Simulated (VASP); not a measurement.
# LiCl (Pm-3m) in VASP: a series of runs

Aim: see how the results for LiCl move with the level of theory and the settings. Levels: r2SCAN, PBE-based screened hybrid. Tasks: single point.

Program: VASP 6.6.1. These are calculated values, not measurements. Logs are shortened: lines on timing, memory, paths and dates and some standing lists are left out, and cuts for length are marked.

## Step 1: The cell of the first run

It takes space group Pm-3m (No. 221, cubic). Conventional cell: a = 3.271 Å, b = 3.271 Å, c = 3.271 Å, α = 90.00°, β = 90.00°, γ = 90.00°. Within 3.7 Å of Li (site symmetry m-3m) lie 8 Cl at 2.83 Å and 6 Li at 3.27 Å. Cl (site symmetry m-3m) has 8 Li at 2.83 Å and 6 Cl at 3.27 Å within 3.7 Å.

## Step 2: Single point, r2SCAN

Input file POSCAR:

```
LiCl
1.0
    3.2711235777      0.0000000000      0.0000000000
    0.0000000000      3.2711235777      0.0000000000
    0.0000000000      0.0000000000      3.2711235777
Li Cl
1 1
Direct
    0.0000000000      0.0000000000      0.0000000000
    0.5000000000      0.5000000000      0.5000000000
```

Input file INCAR.step1:

```
SYSTEM = LiCl
ALGO     = Normal         ! electronic algorithm
EDIFF    = 1E-4           ! SCF threshold, eV
ENCUT    = 520            ! plane-wave cutoff, eV
GGA      = PE             ! functional
ISMEAR   = 0              ! smearing method
LASPH    = .True.         ! aspherical terms in the spheres
LCHARG   = .False.        ! write CHGCAR
LREAL    = .False.        ! projectors in reciprocal space
LWAVE    = .True.         ! write WAVECAR
NBANDS   = 12             ! bands
NELM     = 80             ! most SCF steps
PREC     = Accurate       ! precision mode
SIGMA    = 0.01           ! smearing width, eV
```

Input file INCAR.step2:

```
SYSTEM = LiCl
ALGO     = Normal         ! electronic algorithm
EDIFF    = 1E-7           ! SCF threshold, eV
ENCUT    = 520            ! plane-wave cutoff, eV
ISIF     = 2              ! what is computed and relaxed
ISMEAR   = 0              ! smearing method
ISTART   = 1            
LASPH    = .True.         ! aspherical terms in the spheres
LCHARG   = .False.        ! write CHGCAR
LMIXTAU  = .True.       
LREAL    = .False.        ! projectors in reciprocal space
LWAVE    = .False.        ! write WAVECAR
METAGGA  = R2SCAN         ! meta-GGA
NBANDS   = 12             ! bands
NELM     = 80             ! most SCF steps
PREC     = Accurate       ! precision mode
SIGMA    = 0.01           ! smearing width, eV
```

Input file KPOINTS:

```
k-points
0
Gamma
  6 6 6
  0 0 0
```

Potentials or basis: VASP PAW PBE potentials, release 64 (Li_sv, Cl).

Command:

```bash
$ cat potpaw_PBE.64/Li_sv/POTCAR potpaw_PBE.64/Cl/POTCAR > POTCAR
$ cp INCAR.step1 INCAR
$ mpirun -np 1 vasp_std > vasp.out
$ cp INCAR.step2 INCAR
$ mpirun -np 1 vasp_std > vasp.out
```

OUTCAR:

```text
SYSTEM = LiCl
   EDIFF = 1E-7
   ENCUT = 520
   ISIF = 2
   ISMEAR = 0
   ISTART = 1
   LASPH = .True.
   LREAL = .False.
   METAGGA = R2SCAN
   NELM = 80
   PREC = Accurate

 ion  position               nearest neighbor table
   1  0.000  0.000  0.000-
   2  0.500  0.500  0.500-

  LATTYP: Found a simple cubic cell.
 ALAT       =     3.2711235777

  Lattice vectors:

 A1 = (   3.2711235777,   0.0000000000,   0.0000000000)
 A2 = (   0.0000000000,   3.2711235777,   0.0000000000)
 A3 = (   0.0000000000,   0.0000000000,   3.2711235777)

Analysis of symmetry for initial positions (statically):
=====================================================================
 Subroutine PRICEL returns:
 Original cell was already a primitive cell.

 Routine SETGRP: Setting up the symmetry group for a
 simple cubic supercell.

 Subroutine GETGRP returns: Found 48 space group operations
 (whereof 48 operations were pure point group operations)
 out of a pool of 48 trial point group operations.

The static configuration has the point symmetry O_h .

Analysis of symmetry for dynamics (positions and initial velocities):
=====================================================================
 Subroutine PRICEL returns:
 Original cell was already a primitive cell.

 Routine SETGRP: Setting up the symmetry group for a
 simple cubic supercell.

 Subroutine GETGRP returns: Found 48 space group operations
 (whereof 48 operations were pure point group operations)
 out of a pool of 48 trial point group operations.

The dynamic configuration has the point symmetry O_h .

 Subroutine INISYM returns: Found 48 space group operations
 (whereof 48 operations are pure point group operations),
 and found     1 'primitive' translations

----------------------------------------------------------------------------------------

                                     Primitive cell

  volume of cell :      35.0018

  direct lattice vectors                    reciprocal lattice vectors
     3.271123578  0.000000000  0.000000000     0.305705357  0.000000000  0.000000000
     0.000000000  3.271123578  0.000000000     0.000000000  0.305705357  0.000000000
     0.000000000  0.000000000  3.271123578     0.000000000  0.000000000  0.305705357

  length of vectors
     3.271123578  3.271123578  3.271123578     0.305705357  0.305705357  0.305705357

  position of ions in fractional coordinates (direct lattice)
     0.000000000  0.000000000  0.000000000
     0.500000000  0.500000000  0.500000000

  ion indices of the primitive-cell ions
   primitive index   ion index
                 1           1
                 2           2

----------------------------------------------------------------------------------------

 KPOINTS: k-points

Automatic generation of k-mesh.
 Grid dimensions read from file:
 generate k-points for:    6    6    6

 Generating k-lattice:

  Cartesian coordinates                     Fractional coordinates (reciprocal lattice)
     0.050950893  0.000000000  0.000000000     0.166666667  0.000000000  0.000000000
     0.000000000  0.050950893  0.000000000     0.000000000  0.166666667  0.000000000
     0.000000000  0.000000000  0.050950893     0.000000000  0.000000000  0.166666667

  Length of vectors
     0.050950893  0.050950893  0.050950893

  Shift w.r.t. Gamma in fractional coordinates (k-lattice)
     0.000000000  0.000000000  0.000000000

 Subroutine IBZKPT returns following result:
 ===========================================

 Found     20 irreducible k-points:

 Following reciprocal coordinates:
            Coordinates               Weight
  0.000000  0.000000  0.000000      1.000000
  0.166667  0.000000  0.000000      6.000000
  0.333333  0.000000  0.000000      6.000000
  0.500000  0.000000  0.000000      3.000000
  0.166667  0.166667  0.000000     12.000000
  0.333333  0.166667  0.000000     24.000000
[... 12 lines left out ...]
  0.500000  0.500000  0.333333      6.000000
  0.500000  0.500000  0.500000      1.000000
   k-points           NKPTS =     20   k-points in BZ     NKDIM =     20   number of bands    NBANDS=     12
   number of dos      NEDOS =    301   number of ions     NIONS =      2
   total plane-waves  NPLWV =  13824
   dimension x,y,z NGX =    24 NGY =   24 NGZ =   24
   dimension x,y,z NGXF=    48 NGYF=   48 NGZF=   48
   ions per type =               1   1
   NGX,Y,Z   is equivalent  to a cutoff of  12.20, 12.20, 12.20 a.u.
   NGXF,Y,Z  is equivalent  to a cutoff of  24.39, 24.39, 24.39 a.u.
 SYSTEM =  LiCl
   PREC   = accura    normal or accurate (medium, high low for compatibility)
   ISTART =      1    job   : 0-new  1-cont  2-samecut
   ICHARG =      0    charge: 1-file 2-atom 10-const
   ISPIN  =      1    spin polarized calculation?
   LNONCOLLINEAR =      F non collinear calculations
   LSORBIT =      F    spin-orbit coupling
   LASPH  =      T    aspherical Exc in radial PAW
   ENCUT  =  520.0 eV  38.22 Ry    6.18 a.u.   6.08  6.08  6.08*2*pi/ulx,y,z
   NELM   =     80;   NELMIN=  2; NELMDL=  0     # of ELM steps
   EDIFF  = 0.1E-06   stopping-criterion for ELM
   LREAL  =      F    real-space projection
   EDIFFG = 0.1E-05   stopping-criterion for IOM
   NSW    =      0    number of steps for IOM
   IBRION =     -1    ionic relax: 0-MD 1-quasi-New 2-CG
   NFREE  =      0    steps in history (QN), initial steepest desc. (CG)
   ISIF   =      2    stress and relaxation
   ISYM   =      2    0-nonsym 1-usesym 2-fastsym
   POTIM  = 0.5000    time-step for ionic-motion
   TEBEG  =    0.0;   TEEND  =   0.0 temperature during run
   PSTRESS=    0.0 pullay stress
   NELECT =      10.0000    total number of electrons
   NUPDOWN=      -1.0000    fix difference up-down
   EMIN   =  10.00;   EMAX   =-10.00  energy-range for DOS
   EFERMI =   0.00;   METHOD = LEGACY
   ISMEAR =     0;   SIGMA  =   0.01  broadening in eV -4-tet -1-fermi 0-gaus
   EFERMI_NEDOS =   21; number of points for ismear=-14 and -15
   IALGO  =     38    algorithm
   IMIX   =      4    mixing-type and parameters
     AMIX     =   0.40;   BMIX     =  1.00
     AMIX_MAG =   1.60;   BMIX_MAG =  1.00
  volume/ion in A,a.u.               =      17.50       118.10
  Fermi-wavevector in a.u.,A,eV,Ry     =   1.078230  2.037558 15.817846  1.162579
  Thomas-Fermi vector in A             =   2.214163
   LORBIT       =      0    0 simple, 1 ext, 2 COOP (PROOUT), +10 PAW based schemes
   METAGGA = R2SCAN    functional components
   LHFCALC =     F    Hartree Fock is set to
   AEXX    =    0.0000 exact exchange contribution
   IVDW    =     0    specifies the selected vdW correction
   LEPSILON=     F    determine dielectric tensor
   LRPA    =     F    only Hartree local field effects (RPA)
 non-spin polarized calculation
 Gauss-broadening in eV      SIGMA  =   0.01
  energy-cutoff  :      520.00
  volume of cell :       35.00
 maximum number of plane-waves:       968
   NGX = 13   NGY = 13   NGZ = 13

 number of electron      10.0000013 magnetization

 Free energy of the ion-electron system (eV)
  ---------------------------------------------------
  ext. energy  EPLUGINS =         0.00000000
  ---------------------------------------------------
  free energy    TOTEN  =       -11.96155166 eV

  energy without entropy =      -11.96155166  energy(sigma->0) =      -11.96155166

 E-fermi :   1.3820     XC(G=0):  -9.0116

 val. band max:        1.2267816359   @ k =   0.5000   0.5000   0.0000
 cond. band min:       6.6185513213   @ k =   0.0000   0.0000   0.0000
 fundamental gap:      5.3917696854
 Fermi energy:         1.3819814192

 k-point     1 :       0.0000    0.0000    0.0000
  band No.  band energies     occupation
      1     -45.4494      2.00000
      2     -13.6281      2.00000
      3       0.3810      2.00000
      4       0.3810      2.00000
      5       0.3810      2.00000
      6       6.6186      0.00000
      7      10.6076      0.00000
      8      10.6076      0.00000
      9      15.7234      0.00000
     10      15.7234      0.00000
     11      15.7234      0.00000
     12      19.0206      0.00000

 k-point     2 :       0.1667    0.0000    0.0000
  band No.  band energies     occupation
      1     -45.4488      2.00000
      2     -13.5072      2.00000
      3      -0.6185      2.00000
      4       0.4930      2.00000
      5       0.4930      2.00000
      6       7.1737      0.00000
      7      10.9412      0.00000
      8      11.2948      0.00000
      9      14.5421      0.00000
     10      14.5421      0.00000
     11      15.9149      0.00000
     12      19.2203      0.00000

 k-point     3 :       0.3333    0.0000    0.0000
  band No.  band energies     occupation
      1     -45.4476      2.00000
      2     -13.2452      2.00000
      3      -2.1340      2.00000
      4       0.7335      2.00000
      5       0.7335      2.00000
      6       7.7259      0.00000
      7      11.8388      0.00000
      8      11.9191      0.00000
      9      12.9289      0.00000
     10      12.9289      0.00000
     11      18.0653      0.00000
     12      18.1527      0.00000
[... 226 lines left out ...]
 k-point    19 :       0.5000    0.5000    0.3333
  band No.  band energies     occupation
      1     -45.4431      2.00000
      2     -12.2336      2.00000
      3      -1.5731      2.00000
      4      -1.5731      2.00000
      5      -0.7764      2.00000
      6       7.0817      0.00000
      7       7.9159      0.00000
      8       7.9159      0.00000
      9      15.0252      0.00000
     10      17.8575      0.00000
     11      19.9701      0.00000
     12      19.9701      0.00000

 k-point    20 :       0.5000    0.5000    0.5000
  band No.  band energies     occupation
      1     -45.4426      2.00000
      2     -12.1086      2.00000
      3      -1.3268      2.00000
      4      -1.3268      2.00000
      5      -1.3268      2.00000
      6       7.0394      0.00000
      7       7.0394      0.00000
      8       7.0394      0.00000
      9      14.7697      0.00000
     10      21.2066      0.00000
     11      21.2066      0.00000
     12      21.2066      0.00000

------------------------ aborting loop because EDIFF is reached ----------------------------------------

  FORCE on cell =-STRESS in cart. coord.  units (eV):
  Direction    XX          YY          ZZ          XY          YZ          ZX
  --------------------------------------------------------------------------------------
  -------------------------------------------------------------------------------------
  Total       -0.1174578     -0.1174578     -0.1174578      0.0000000     -0.0000000     -0.0000000
  in kB       -5.3765256     -5.3765256     -5.3765256      0.0000000     -0.0000000     -0.0000000
  external PRESSURE =      -5.3765256 kB  Pullay stress =       0.0000000 kB

 VOLUME and BASIS-vectors are now :
 -----------------------------------------------------------------------------
  energy-cutoff  :      520.00
  volume of cell :       35.00
      direct lattice vectors                 reciprocal lattice vectors
     3.271123578  0.000000000  0.000000000     0.305705357  0.000000000  0.000000000
     0.000000000  3.271123578  0.000000000     0.000000000  0.305705357  0.000000000
     0.000000000  0.000000000  3.271123578     0.000000000  0.000000000  0.305705357

 POSITION                                       TOTAL-FORCE (eV/Angst)
 -----------------------------------------------------------------------------------
      0.00000      0.00000      0.00000         0.000000      0.000000      0.000000
      1.63556      1.63556      1.63556         0.000000      0.000000      0.000000
 -----------------------------------------------------------------------------------
    total drift:                                0.000000     -0.000000     -0.000000

  FREE ENERGIE OF THE ION-ELECTRON SYSTEM (eV)
  ---------------------------------------------------
  free  energy   TOTEN  =       -11.9615516619 eV

  energy  without entropy=      -11.9615516619  energy(sigma->0) =      -11.96155166
```

Run time: 16 s. Hardware: 1 thread of Intel Xeon Platinum 8375C at 2.90GHz (Ice Lake), shared host; peak memory 0.13 GiB.

Results:

```yaml
Free_energy: -11.9616 eV
Band_gap_on_the_k_mesh: 5.39 eV, indirect (least direct gap 5.97 eV)
```

Caveat: the cutoff is under 1.25 times the usual one of these potentials, so pressure, stress and relaxed cells hold a basis-set (Pulay) error; the PAW data sets were made with another functional, which shifts forces and pressure a little. A k mesh can miss the band edges.

## Step 3: Single point, PBE-based screened hybrid

POSCAR is that of step 2.

Input file INCAR.step1:

```
  PREC = Accurate
  ENCUT = 520
  EDIFF = 1E-5
  ISMEAR = 0
  SIGMA = 0.01
  LREAL = F
  LASPH = T
  NELM = 80
  ALGO = Normal
  ISIF = 2
  LWAVE = T
  LCHARG = F
  NBANDS = 12
  GGA = PE
```

Input file INCAR.step2:

```
  PREC = Accurate
  ENCUT = 520
  EDIFF = 1E-7
  ISMEAR = 0
  SIGMA = 0.01
  LREAL = F
  LASPH = T
  NELM = 80
  ALGO = Normal
  ISIF = 2
  LWAVE = F
  LCHARG = F
  GGA = PE
  LHFCALC = T
  AEXX = 0.3
  HFSCREEN = 0.2078
  PRECFOCK = Normal
  NBANDS = 12
  ISTART = 1
```

Input file KPOINTS:

```
regular mesh
0
Gamma
  4 4 4
```

Potentials or basis: VASP PAW PBE potentials, release 64 (Li_sv, Cl).

Command:

```bash
$ cat potpaw_PBE.64/Li_sv/POTCAR potpaw_PBE.64/Cl/POTCAR > POTCAR
$ cp INCAR.step1 INCAR
$ mpirun -np 1 vasp_std > vasp.out
$ cp INCAR.step2 INCAR
$ mpirun -np 1 vasp_std > vasp.out
```

Wall time 89 s (1 thread of Intel Xeon Platinum 8375C at 2.90GHz (Ice Lake), shared host); peak memory 0.23 GiB.

It converged, with:

| Quantity | Value |
| --- | --- |
| Free energy | -8.0594 eV |
| Band gap on the k mesh | 5.95 eV, indirect (least direct gap 6.68 eV) |

Levels at points of the mesh, in eV from the valence-band top:
```
           k point  band 2  band 3  band 4  band 5  band 6  band 7  band 8  band 9
(0.00, 0.00, 0.00)  -15.83   -0.90   -0.90   -0.90    5.95   10.28   10.28   15.15
(0.50, 0.00, 0.00)  -15.26   -4.32   -0.38   -0.38    7.44   11.34   11.99   11.99
(0.50, 0.50, 0.00)  -14.70   -3.64   -3.64    0.00    6.68   11.64   11.64   12.41
(0.50, 0.50, 0.50)  -14.21   -2.72   -2.72   -2.72    6.68    6.68    6.68   13.87
```

Caveat: the k points lie up to 0.48 Å⁻¹ apart; the cutoff is under 1.25 times the usual one of these potentials, so pressure, stress and relaxed cells hold a basis-set (Pulay) error; the PAW data sets were made with another functional, which shifts forces and pressure a little.
